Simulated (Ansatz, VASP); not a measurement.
One calculation of AlN, two programs

File INCAR:

```
SYSTEM = AlN
PREC     = Accurate       ! precision mode
ENCUT    = 520            ! plane-wave cutoff, eV
EDIFF    = 1E-7           ! SCF threshold, eV
ISMEAR   = 0              ! smearing method
SIGMA    = 0.01           ! smearing width, eV
LREAL    = .FALSE.        ! projectors in reciprocal space
LASPH    = .TRUE.         ! aspherical terms in the spheres
NELM     = 100            ! most SCF steps
ALGO     = Normal         ! electronic algorithm
ISIF     = 2              ! what is computed and relaxed
LWAVE    = .FALSE.        ! write WAVECAR
LCHARG   = .FALSE.        ! write CHGCAR
GGA      = PS             ! functional
NBANDS   = 16             ! bands
```

File KPOINTS:

```
regular mesh
0
G
  12 12 8
  0 0 0
```

File POSCAR:

```
AlN
1.0
    3.1135697640      0.0000000000      0.0000000000
   -1.5567848820      2.6964305121      0.0000000000
    0.0000000000      0.0000000000      4.9831404555
Al N
2 2
Direct
    0.3333333333      0.6666666667     -0.0531005471
    0.6666666667      0.3333333333      0.4468994529
    0.3333333333      0.6666666667      0.4351005471
    0.6666666667      0.3333333333      0.9351005471
```

Input for Ansatz:

```yaml
crystal:
  lattice:
    - [3.113569764, 0.0, 0.0]
    - [-1.556784882, 2.6964305121, 0.0]
    - [0.0, 0.0, 4.9831404555]
  atoms:
    - { symbol: Al, position: [0.3333333333, 0.6666666667, -0.0531005471] }
    - { symbol: Al, position: [0.6666666667, 0.3333333333, 0.4468994529] }
    - { symbol: "N", position: [0.3333333333, 0.6666666667, 0.4351005471] }
    - { symbol: "N", position: [0.6666666667, 0.3333333333, 0.9351005471] }
basis:
  ecutwfc: 420
  xc_grid: 2
kpoints:
  mp_grid: { grid: [12, 12, 8] }
hamiltonian:
  xc: pbesol
  pseudopotentials: { kind: paw, azcp: { folder: soft_1 } }
scf:
  occupations: { method: fixed }
output:
  forces: true
  stress: true
  eigenvalues: true
  polarization: {}
```

Change from the starting cell: polar distortion scaled by 0.10.

Alike in both runs: task single point; functional PBEsol; k mesh 12 × 12 × 8; no spin polarisation.

```csv
,VASP,Ansatz
version,VASP 6.6.1,Ansatz 0.2.0
potentials or method,"VASP PAW PBE potentials, release 64 (Al, N), cutoff 520 eV","scalar-relativistic, plane waves, PAW"
occupations,"gaussian, width 0.01 eV",fixed
valence electrons in the cell,16,16
```

```tsv
	VASP	Ansatz	Ansatz less VASP
gap on the k mesh at the Fermi level (eV)	2.67	2.66	-0.014
least direct gap on the mesh (eV)	2.67	2.66	-0.014
pressure (GPa)	8.4	8.2	-0.15
traceless stress, the component that is largest in VASP (GPa)	-20.64	-20.37	+0.270
rms of the force components (eV/Å)	0.202	0.201	-0.0012
```

VASP's potentials were made for PBE, not for PBEsol, and Ansatz warns of the same on its side. Atom by atom the forces differ by 0.001 eV/Å (rms over components).
